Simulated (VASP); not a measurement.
# ZnO: single point with PBE+D3(BJ)

**The experiment to reproduce.**

“Electronic structure of alkaline earth and post-transition metal oxides”, 2009, arxiv:0908.1581 quotes, for a bulk crystal of ZnO: band gap 3.37 eV.

ZnO:

```
Zn O
1.0
     3.25474    0.00000    0.00000
    -1.62737    2.81869    0.00000
     0.00000    0.00000    5.25642
Zn O
2 2
Direct
  0.33333 0.66667 0.00162
  0.66667 0.33333 0.50162
  0.33333 0.66667 0.38048
  0.66667 0.33333 0.88048
```

```yaml
Program: VASP 6.6.1
Task: single point
Functional: PBE
Dispersion: D3(BJ)
Potentials_or_basis: VASP PAW PBE potentials, release 64 (Zn, O)
Cutoff: 520 eV
k_mesh: 12 × 12 × 6
Occupations: gaussian, width 0.02 eV
Spin: no spin polarisation
Dipole_correction: no
Further_INCAR_settings: ALGO = Normal; EDIFF = 1e-07; NBANDS = 26
```

```
Pressure                   : 1.0 GPa
Band gap on the k mesh     : 0.76 eV, direct
Dispersion energy per atom : -0.221 eV
```

Levels at points of the mesh, in eV from the valence-band top:
| k point | band 16 | band 17 | band 18 | band 19 | band 20 | band 21 |
| --- | --- | --- | --- | --- | --- | --- |
| (0.00, 0.00, 0.00) | -0.09 | 0.00 | 0.00 | 0.76 | 5.18 | 8.14 |
| (0.50, 0.00, 0.00) | -2.22 | -1.27 | -0.82 | 5.72 | 6.85 | 7.55 |
| (0.00, 0.00, 0.50) | -0.38 | -0.38 | -0.38 | 3.41 | 3.41 | 10.00 |
| (0.50, 0.00, 0.50) | -1.48 | -1.36 | -1.36 | 5.68 | 5.68 | 8.35 |

Run time: 45 s on 1 thread of Intel(R) Xeon(R) 6975P-C (Granite Rapids) (shared host), peak memory 0.22 GiB.

Against the measured gap of ZnO, 3.37 eV (quoted in “Electronic structure of alkaline earth and post-transition metal oxides”, 2009, arxiv:0908.1581), the calculated 0.76 eV is off by -2.61 eV. So large a miss can be the level of theory's own, or it may mean another phase, state or a wrong row. The value is that of PBE+D3(BJ), without temperature or zero-point motion. Semilocal functionals fall short of measured gaps as a rule.
